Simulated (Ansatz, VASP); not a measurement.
**Ge in VASP and in Ansatz**

```
Ge
1.0
     4.02269    0.00000    0.00000
    -2.01134    3.48375    0.00000
     0.00000    0.00000   18.86852
Ge
4
Cartesian
  0.0000 2.3225 5.1843
  2.0113 1.1613 4.5000
  3.3522 0.3871 9.6385
  5.3636 -0.7742 8.9543
```

Alike in both runs: task single point; functional PBE; dispersion D3(BJ); k mesh 9 × 9 × 1; occupations gaussian, width 0.1 eV; no spin polarisation.

|  | VASP | Ansatz |
| --- | --- | --- |
| version | VASP 6.6.1 | Ansatz 0.2.0 |
| potentials or method | VASP PAW PBE potentials, release 64 (Ge_d), cutoff 520 eV | scalar-relativistic, plane waves, PAW |
| valence electrons in the cell | 56 | 56 |

```tsv
	VASP	Ansatz	Ansatz less VASP
gap on the k mesh at the Fermi level (eV)	0.14	0.14	0.000
least direct gap on the mesh (eV)	0.14	0.14	0.000
rms of the force components (eV/Å)	0.107	0.107	-0.0002
```

Atom by atom the forces differ by 0.001 eV/Å (rms over components).
